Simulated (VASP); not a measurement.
# PbI2 (P-3m1) in VASP: settings compared

PbI2 is run at these levels: PBE, LDA; tasks: single point.

Everything below comes from runs of VASP 6.6.1. Logs are shortened: lines on timing, memory, paths and dates and some standing lists are left out, and cuts for length are marked.

### Step 1. The cell of the first run

Symmetry: P-3m1, No. 164, trigonal system. The conventional cell has a = 4.564 Å, b = 4.564 Å, c = 7.047 Å, α = 90.00°, β = 90.00°, γ = 120.00°. Pb (site symmetry -3m) has 6 I at 3.24 Å within 4.3 Å. I (site symmetry 3m) has 3 Pb at 3.24 Å and 3 I at 4.21 Å within 4.3 Å.

### Step 2. Single point, PBE

INCAR

```
ALGO = Normal
EDIFF = 1E-6
ENCUT = 500
GGA = PE
GGA_COMPAT = False
ISIF = 2
ISMEAR = 0
LASPH = True
LCHARG = False
LREAL = False
LWAVE = False
NBANDS = 21
NELM = 120
PREC = Accurate
SIGMA = 0.01
```

KPOINTS

```
k-points
0
Gamma
  6 6 2
```

POSCAR

```
PbI2
1.0
    4.5638667773      0.0000000000      0.0000000000
   -2.2819333886      3.9524245686      0.0000000000
    0.0000000000      0.0000000000      7.0467140841
Pb I
1 2
Direct
    0.0000000000      0.0000000000      0.0000000000
    0.6666666667      0.3333333333      0.7332470705
    0.3333333333      0.6666666667      0.2667529295
```

Potentials or basis: VASP PAW PBE potentials, release 64 (Pb_d, I).

Started as:

```console
$ cat potpaw_PBE.64/Pb_d/POTCAR potpaw_PBE.64/I/POTCAR > POTCAR
$ mpirun -np 1 vasp_std > vasp.out
```

OUTCAR:

```text
EDIFF = 1E-6
   ENCUT = 500
   GGA = PE
   ISIF = 2
   ISMEAR = 0
   LASPH = True
   LREAL = False
   NELM = 120
   PREC = Accurate

 ion  position               nearest neighbor table
   1  0.000  0.000  0.000-   2 3.24   3 3.24   3 3.24   2 3.24   2 3.24   3 3.24
   2  0.667  0.333  0.733-   1 3.24   1 3.24   1 3.24
   3  0.333  0.667  0.267-   1 3.24   1 3.24   1 3.24

  LATTYP: Found a hexagonal cell.
 ALAT       =     4.5638667773
 C/A-ratio  =     1.5440227395

  Lattice vectors:

 A1 = (   4.5638667773,   0.0000000000,   0.0000000000)
 A2 = (  -2.2819333886,   3.9524245686,   0.0000000000)
 A3 = (   0.0000000000,   0.0000000000,   7.0467140841)

Analysis of symmetry for initial positions (statically):
=====================================================================
 Subroutine PRICEL returns:
 Original cell was already a primitive cell.

 Routine SETGRP: Setting up the symmetry group for a
 hexagonal supercell.

 Subroutine GETGRP returns: Found 12 space group operations
 (whereof 12 operations were pure point group operations)
 out of a pool of 24 trial point group operations.

The static configuration has the point symmetry D_3d.

Analysis of symmetry for dynamics (positions and initial velocities):
=====================================================================
 Subroutine PRICEL returns:
 Original cell was already a primitive cell.

 Routine SETGRP: Setting up the symmetry group for a
 hexagonal supercell.

 Subroutine GETGRP returns: Found 12 space group operations
 (whereof 12 operations were pure point group operations)
 out of a pool of 24 trial point group operations.

The dynamic configuration has the point symmetry D_3d.

 Subroutine INISYM returns: Found 12 space group operations
 (whereof 12 operations are pure point group operations),
 and found     1 'primitive' translations

----------------------------------------------------------------------------------------

                                     Primitive cell

  volume of cell :     127.1110

  direct lattice vectors                    reciprocal lattice vectors
     4.563866777  0.000000000  0.000000000     0.219112443  0.126504628  0.000000000
    -2.281933389  3.952424569  0.000000000     0.000000000  0.253009256  0.000000000
     0.000000000  0.000000000  7.046714084     0.000000000  0.000000000  0.141910114

  length of vectors
     4.563866777  4.563866777  7.046714084     0.253009256  0.253009256  0.141910114

  position of ions in fractional coordinates (direct lattice)
     0.000000000  0.000000000  0.000000000
     0.666666667  0.333333333  0.733247070
     0.333333333  0.666666667  0.266752930

  ion indices of the primitive-cell ions
   primitive index   ion index
                 1           1
                 2           2
                 3           3

----------------------------------------------------------------------------------------

 KPOINTS: k-points

Automatic generation of k-mesh.
 Grid dimensions read from file:
 generate k-points for:    6    6    2

 Generating k-lattice:

  Cartesian coordinates                     Fractional coordinates (reciprocal lattice)
     0.036518741  0.021084105  0.000000000     0.166666667  0.000000000  0.000000000
     0.000000000  0.042168209  0.000000000     0.000000000  0.166666667  0.000000000
     0.000000000  0.000000000  0.070955057     0.000000000  0.000000000  0.500000000

  Length of vectors
     0.042168209  0.042168209  0.070955057

  Shift w.r.t. Gamma in fractional coordinates (k-lattice)
     0.000000000  0.000000000  0.000000000

 Subroutine IBZKPT returns following result:
 ===========================================

 Found     14 irreducible k-points:

 Following reciprocal coordinates:
            Coordinates               Weight
  0.000000  0.000000  0.000000      1.000000
  0.166667  0.000000  0.000000      6.000000
  0.333333 -0.000000  0.000000      6.000000
  0.500000 -0.000000  0.000000      3.000000
  0.166667  0.166667  0.000000      6.000000
  0.333333  0.166667  0.000000     12.000000
  0.333333  0.333333  0.000000      2.000000
  0.000000  0.000000  0.500000      1.000000
  0.166667  0.000000  0.500000      6.000000
  0.333333 -0.000000  0.500000      6.000000
  0.500000 -0.000000  0.500000      3.000000
  0.166667  0.166667  0.500000      6.000000
  0.333333  0.166667  0.500000     12.000000
  0.333333  0.333333  0.500000      2.000000
   k-points           NKPTS =     14   k-points in BZ     NKDIM =     14   number of bands    NBANDS=     21
   number of dos      NEDOS =    301   number of ions     NIONS =      3
   total plane-waves  NPLWV =  69984
   dimension x,y,z NGX =    36 NGY =   36 NGZ =   54
   dimension x,y,z NGXF=    72 NGYF=   72 NGZF=  108
   ions per type =               1   2
   NGX,Y,Z   is equivalent  to a cutoff of  13.11, 13.11, 12.74 a.u.
   NGXF,Y,Z  is equivalent  to a cutoff of  26.23, 26.23, 25.48 a.u.
 SYSTEM =  unknown system
   PREC   = accura    normal or accurate (medium, high low for compatibility)
   ISTART =      0    job   : 0-new  1-cont  2-samecut
   ICHARG =      2    charge: 1-file 2-atom 10-const
   ISPIN  =      1    spin polarized calculation?
   LNONCOLLINEAR =      F non collinear calculations
   LSORBIT =      F    spin-orbit coupling
   LASPH  =      T    aspherical Exc in radial PAW
   ENCUT  =  500.0 eV  36.75 Ry    6.06 a.u.   8.32  8.32 12.85*2*pi/ulx,y,z
   NELM   =    120;   NELMIN=  2; NELMDL= -5     # of ELM steps
   EDIFF  = 0.1E-05   stopping-criterion for ELM
   LREAL  =      F    real-space projection
   EDIFFG = 0.1E-04   stopping-criterion for IOM
   NSW    =      0    number of steps for IOM
   IBRION =     -1    ionic relax: 0-MD 1-quasi-New 2-CG
   NFREE  =      0    steps in history (QN), initial steepest desc. (CG)
   ISIF   =      2    stress and relaxation
   ISYM   =      2    0-nonsym 1-usesym 2-fastsym
   POTIM  = 0.5000    time-step for ionic-motion
   TEBEG  =    0.0;   TEEND  =   0.0 temperature during run
   PSTRESS=    0.0 pullay stress
   NELECT =      28.0000    total number of electrons
   NUPDOWN=      -1.0000    fix difference up-down
   EMIN   =  10.00;   EMAX   =-10.00  energy-range for DOS
   EFERMI =   0.00;   METHOD = LEGACY
   ISMEAR =     0;   SIGMA  =   0.01  broadening in eV -4-tet -1-fermi 0-gaus
   EFERMI_NEDOS =   21; number of points for ismear=-14 and -15
   IALGO  =     38    algorithm
   IMIX   =      4    mixing-type and parameters
     AMIX     =   0.40;   BMIX     =  1.00
     AMIX_MAG =   1.60;   BMIX_MAG =  1.00
  volume/ion in A,a.u.               =      42.37       285.93
  Fermi-wavevector in a.u.,A,eV,Ry     =   0.988704  1.868380 13.300188  0.977536
  Thomas-Fermi vector in A             =   2.120250
   LORBIT       =      0    0 simple, 1 ext, 2 COOP (PROOUT), +10 PAW based schemes
   GGA     = PE    functional components
   LHFCALC =     F    Hartree Fock is set to
   AEXX    =    0.0000 exact exchange contribution
   IVDW    =     0    specifies the selected vdW correction
   LEPSILON=     F    determine dielectric tensor
   LRPA    =     F    only Hartree local field effects (RPA)
 non-spin polarized calculation
 Gauss-broadening in eV      SIGMA  =   0.01
  energy-cutoff  :      500.00
  volume of cell :      127.11
 maximum number of plane-waves:      3244
 NGX is ok and might be reduce to    36
   NGX = 17   NGY = 17   NGZ = 25

 number of electron      27.9999999 magnetization

 Free energy of the ion-electron system (eV)
  ---------------------------------------------------
  ext. energy  EPLUGINS =         0.00000000
  ---------------------------------------------------
  free energy    TOTEN  =        -8.56901721 eV

  energy without entropy =       -8.56901721  energy(sigma->0) =       -8.56901721

 E-fermi :   2.6735     XC(G=0):  -8.0751

 val. band max:        2.5591325679   @ k =   0.0000   0.0000   0.5000
 cond. band min:       4.7883611122   @ k =   0.0000   0.0000   0.5000
 fundamental gap:      2.2292285443
 Fermi energy:         2.6735207383

 k-point     1 :       0.0000    0.0000    0.0000
  band No.  band energies     occupation
      1     -13.5867      2.00000
      2     -13.5867      2.00000
      3     -13.5733      2.00000
      4     -13.5665      2.00000
      5     -13.5665      2.00000
      6      -9.5952      2.00000
[... 13 lines left out ...]
     20      10.3830      0.00000
     21      10.4635      0.00000

 k-point     2 :       0.1667    0.0000    0.0000
  band No.  band energies     occupation
      1     -13.5955      2.00000
      2     -13.5834      2.00000
      3     -13.5710      2.00000
      4     -13.5680      2.00000
      5     -13.5654      2.00000
      6      -9.4748      2.00000
[... 13 lines left out ...]
     20       9.9408      0.00000
     21      10.5624      0.00000

 k-point     3 :       0.3333   -0.0000    0.0000
  band No.  band energies     occupation
      1     -13.6146      2.00000
      2     -13.5800      2.00000
      3     -13.5736      2.00000
      4     -13.5620      2.00000
      5     -13.5597      2.00000
      6      -9.1806      2.00000
[... 13 lines left out ...]
     20      10.8075      0.00000
     21      11.3610      0.00000
[... 217 lines left out ...]
 k-point    13 :       0.3333    0.1667    0.5000
  band No.  band energies     occupation
      1     -13.6165      2.00000
      2     -13.5868      2.00000
      3     -13.5714      2.00000
      4     -13.5618      2.00000
      5     -13.5572      2.00000
      6      -8.9077      2.00000
[... 13 lines left out ...]
     20      10.6768      0.00000
     21      10.8176      0.00000

 k-point    14 :       0.3333    0.3333    0.5000
  band No.  band energies     occupation
      1     -13.6035      2.00000
      2     -13.6035      2.00000
      3     -13.5640      2.00000
      4     -13.5640      2.00000
      5     -13.5605      2.00000
      6      -8.8033      2.00000
[... 13 lines left out ...]
     20      10.2777      0.00000
     21      10.6982      0.00000

------------------------ aborting loop because EDIFF is reached ----------------------------------------

  FORCE on cell =-STRESS in cart. coord.  units (eV):
  Direction    XX          YY          ZZ          XY          YZ          ZX
  --------------------------------------------------------------------------------------
  -------------------------------------------------------------------------------------
  Total        1.0073469      1.0073469      0.9689343      0.0000000     -0.0000000      0.0000000
  in kB       12.6971555     12.6971555     12.2129814      0.0000000     -0.0000000      0.0000000
  external PRESSURE =      12.5357641 kB  Pullay stress =       0.0000000 kB

 VOLUME and BASIS-vectors are now :
 -----------------------------------------------------------------------------
  energy-cutoff  :      500.00
  volume of cell :      127.11
      direct lattice vectors                 reciprocal lattice vectors
     4.563866777  0.000000000  0.000000000     0.219112443  0.126504628  0.000000000
    -2.281933389  3.952424569  0.000000000     0.000000000  0.253009256  0.000000000
     0.000000000  0.000000000  7.046714084     0.000000000  0.000000000  0.141910114

 POSITION                                       TOTAL-FORCE (eV/Angst)
 -----------------------------------------------------------------------------------
      0.00000      0.00000      0.00000        -0.000000      0.000000      0.000000
      2.28193      1.31747      5.16698        -0.000000     -0.000000     -0.044177
     -0.00000      2.63495      1.87973         0.000000      0.000000      0.044177
 -----------------------------------------------------------------------------------
    total drift:                                0.000000      0.000000      0.000000

  FREE ENERGIE OF THE ION-ELECTRON SYSTEM (eV)
  ---------------------------------------------------
  free  energy   TOTEN  =        -8.5690172142 eV

  energy  without entropy=       -8.5690172142  energy(sigma->0) =       -8.56901721
```

It took 48 s on 1 thread of AMD EPYC 9755, shared host; peak memory 0.21 GiB.

Results:

| Item | Value |
| --- | --- |
| Free energy | -8.5690 eV |
| Pressure | 1.3 GPa |
| Largest force | 0.044 eV/Å |
| Band gap on the k mesh | 2.23 eV |

Forces on the atoms (eV/Å):
```
Pb   0.000  0.000  0.000
I    0.000  0.000 -0.044
I    0.000  0.000  0.044
```

Levels at points of the mesh, in eV from the valence-band top:
```tsv
k point	band 12	band 13	band 14	band 15	band 16	band 17
(0.00, 0.00, 0.00)	-0.90	-0.90	-0.74	2.49	3.34	3.34
(0.50, 0.00, 0.00)	-1.58	-0.76	-0.39	2.84	3.64	4.61
(0.00, 0.00, 0.50)	-0.72	-0.72	0.00	2.23	3.16	3.16
(0.50, 0.00, 0.50)	-1.34	-1.12	-0.69	3.17	3.68	4.07
```

Caveat: the k points lie up to 0.45 Å⁻¹ apart; spin-orbit coupling is left out, which moves the levels of the heavy elements; this functional lacks dispersion, which binds layers or chains, so the pressure and a relaxed spacing across them are unreliable. A k mesh can miss the band edges.

### Step 3. Single point, PBE

INCAR

```
SYSTEM = PbI2
PREC = Accurate
ENCUT = 500
EDIFF = 1E-6
ISMEAR = 0
SIGMA = 0.01
LREAL = .False.
LASPH = .True.
NELM = 120
ALGO = Normal
ISIF = 2
LWAVE = .False.
LCHARG = .True.
GGA = PE
LELF = .True.
LVHAR = .True.
NBANDS = 21
GGA_COMPAT = .False.
```

KPOINTS

```
Automatic mesh
0
Gamma
  6 6 2
  0 0 0
```

POSCAR is that of step 2.

Potentials or basis: VASP PAW PBE potentials, release 64 (Pb_d, I).

Started as:

```console
$ cat potpaw_PBE.64/Pb_d/POTCAR potpaw_PBE.64/I/POTCAR > POTCAR
$ mpirun -np 1 vasp_std > vasp.out
```

It took 55 s on 1 thread of AMD EPYC 9755, shared host; peak memory 0.21 GiB.

It converged, with:

| Quantity | Value |
| --- | --- |
| Free energy | -8.5690 eV |
| Pressure | 1.3 GPa |
| Largest force | 0.044 eV/Å |
| Band gap on the k mesh | 2.23 eV |

Forces in eV/Å, atoms in the order of the input:
```
Pb   0.000  0.000  0.000
I    0.000  0.000 -0.044
I    0.000  0.000  0.044
```

Levels at points of the mesh, in eV from the valence-band top:
```csv
k point,band 12,band 13,band 14,band 15,band 16,band 17
"(0.00, 0.00, 0.00)",-0.90,-0.90,-0.74,2.49,3.34,3.34
"(0.50, 0.00, 0.00)",-1.58,-0.76,-0.39,2.84,3.64,4.61
"(0.00, 0.00, 0.50)",-0.72,-0.72,0.00,2.23,3.16,3.16
"(0.50, 0.00, 0.50)",-1.34,-1.12,-0.69,3.17,3.68,4.07
```

Caveat: the k points lie up to 0.45 Å⁻¹ apart; spin-orbit coupling is left out, which moves the levels of the heavy elements; this functional lacks dispersion, which binds layers or chains, so the pressure and a relaxed spacing across them are unreliable. A k mesh can miss the band edges.

### Step 4. Single point, PBE

INCAR

```
SYSTEM = PbI2
PREC = Accurate
ENCUT = 500
EDIFF = 1E-6
ISMEAR = -1
SIGMA = 0.02
LREAL = .FALSE.
LASPH = .TRUE.
NELM = 120
ALGO = Normal
ISIF = 2
LWAVE = .FALSE.
LCHARG = .FALSE.
GGA = PE
NBANDS = 21
GGA_COMPAT = .FALSE.
```

KPOINTS

```
Automatic mesh
0
G
  6 6 4
  0 0 0
```

POSCAR is that of step 3.

Started as:

```console
$ cat potpaw_PBE.64/Pb_d/POTCAR potpaw_PBE.64/I/POTCAR > POTCAR
$ mpirun -np 1 vasp_std > vasp.out
```

It took 80 s on 1 thread of AMD EPYC 9755, shared host; peak memory 0.23 GiB.

The run converged. Its results:

```yaml
Free_energy: -8.5704 eV
Pressure: 1.2 GPa
Largest_force: 0.046 eV/Å
Band_gap_on_the_k_mesh: 2.23 eV
```

Forces on the atoms (eV/Å):
```
Pb   0.000  0.000  0.000
I    0.000  0.000 -0.046
I    0.000  0.000  0.046
```

Levels at points of the mesh, in eV from the valence-band top:
```csv
k point,band 12,band 13,band 14,band 15,band 16,band 17
"(0.00, 0.00, 0.00)",-0.90,-0.90,-0.74,2.49,3.34,3.34
"(0.50, 0.00, 0.00)",-1.58,-0.76,-0.39,2.84,3.64,4.61
"(0.00, 0.00, 0.50)",-0.72,-0.72,0.00,2.23,3.16,3.16
"(0.50, 0.00, 0.50)",-1.34,-1.12,-0.69,3.17,3.68,4.07
```

Caveat: spin-orbit coupling is left out, which moves the levels of the heavy elements; this functional lacks dispersion, which binds layers or chains, so the pressure and a relaxed spacing across them are unreliable. A k mesh can miss the band edges.

### Step 5. Single point, LDA

INCAR

```
SYSTEM = PbI2
ALGO = Normal ; EDIFF = 1E-6
ENCUT = 500 ; GGA = CA
GGA_COMPAT = .FALSE. ; ISIF = 2
ISMEAR = 0 ; LASPH = .TRUE.
LCHARG = .FALSE. ; LREAL = .FALSE.
LWAVE = .FALSE. ; NBANDS = 21
NELM = 120 ; PREC = Accurate
SIGMA = 0.01
```

KPOINTS

```
k-points
0
G
  6 6 4
  0 0 0
```

POSCAR is that of step 4.

Potentials or basis: VASP PAW LDA potentials, release 64 (Pb_d, I).

Started as:

```console
$ cat potpaw_LDA.64/Pb_d/POTCAR potpaw_LDA.64/I/POTCAR > POTCAR
$ mpirun -np 1 vasp_std > vasp.out
```

It took 88 s on 1 thread of AMD EPYC 9755, shared host; peak memory 0.19 GiB.

The run converged. Its results:

| Property | Result |
| --- | --- |
| Free energy | -10.0109 eV |
| Pressure | -1.5 GPa |
| Largest force | 0.176 eV/Å |
| Band gap on the k mesh | 2.04 eV |

Forces in eV/Å, atoms in the order of the input:
```
Pb   0.000  0.000  0.000
I    0.000  0.000  0.176
I    0.000  0.000 -0.176
```

Stress tensor (GPa, compression positive):
```
-1.47  0.00  0.00
 0.00 -1.47  0.00
 0.00  0.00 -1.57
```

Levels at points of the mesh, in eV from the valence-band top:
```
           k point  band 11  band 12  band 13  band 14  band 15  band 16  band 17  band 18
(0.00, 0.00, 0.00)    -0.97    -0.88    -0.88    -0.73     2.33     3.23     3.23     6.12
(0.50, 0.00, 0.00)    -2.04    -1.61    -0.75    -0.39     2.68     3.54     4.52     4.90
(0.00, 0.00, 0.50)    -1.11    -0.70    -0.70     0.00     2.04     3.05     3.05     6.19
(0.50, 0.00, 0.50)    -1.74    -1.36    -1.12    -0.70     3.03     3.57     3.98     5.65
```

Caveat: spin-orbit coupling is left out, which moves the levels of the heavy elements. A k mesh can miss the band edges.

### Step 6. The runs side by side

| level | potentials or basis | k mesh | smearing | gap on the mesh (eV) | pressure (GPa) | largest force (eV/Å) |
| --- | --- | --- | --- | --- | --- | --- |
| PBE | VASP PAW PBE potentials, release 64 (Pb_d, I) | 6 × 6 × 2 | gaussian 0.01 eV | 2.23 | 1.3 | 0.04 |
| PBE | VASP PAW PBE potentials, release 64 (Pb_d, I) | 6 × 6 × 4 | fermi-dirac 0.02 eV | 2.23 | 1.2 | 0.05 |
| LDA | VASP PAW LDA potentials, release 64 (Pb_d, I) | 6 × 6 × 4 | gaussian 0.01 eV | 2.04 | -1.5 | 0.18 |

Alike in all rows: task single point; no spin polarisation; cell as given; cutoff (eV) 500.

Caveats: some runs use coarse meshes; spin-orbit coupling is left out, which moves the levels of the heavy elements; this functional lacks dispersion, which binds layers or chains, so the pressure and a relaxed spacing across them are unreliable (at least some runs).

Total energies depend on the potentials used, so only differences within one code and one set of settings carry meaning.
